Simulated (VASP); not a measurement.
A run of VASP 6.6.1 is set up as follows.

The input INCAR:

```
ALGO = Normal ; EDIFF = 1E-6
EDIFFG = -0.01 ; ENCUT = 520
GGA = PS ; IBRION = 2
ISIF = 2 ; ISMEAR = 0
ISPIN = 2 ; LASPH = T
LCHARG = F ; LORBIT = 11
LREAL = F ; LWAVE = F
MAGMOM = 1 1 ; NELM = 150
NSW = 80 ; NUPDOWN = 2.0
PREC = Accurate ; SIGMA = 0.01
```

The input KPOINTS:

```
k-points
0
Gamma
  1 1 1
```

Contents of POSCAR:

```
O
1.0
   12.0000000000      0.0000000000      0.0000000000
    0.0000000000     12.5000000000      0.0000000000
    0.0000000000      0.0000000000     13.0000000000
O
2
Direct
    0.4500000000      0.4700000000      0.4526923077
    0.4500000000      0.4700000000      0.5473076923
```

Potentials or basis: VASP PAW PBE potentials, release 64 (O).

Run with:

```bash
$ cat potpaw_PBE.64/O/POTCAR > POTCAR
$ mpirun -np 1 vasp_gam > vasp.out
```

(1) Estimate the energy gained by relaxing.

Answers

(1) 0.1 meV/atom.

Caveat: the standard files for N, O and F lose accuracy on very short bonds; the total moment is fixed, so each spin has its own Fermi level and the state may be an excited one.
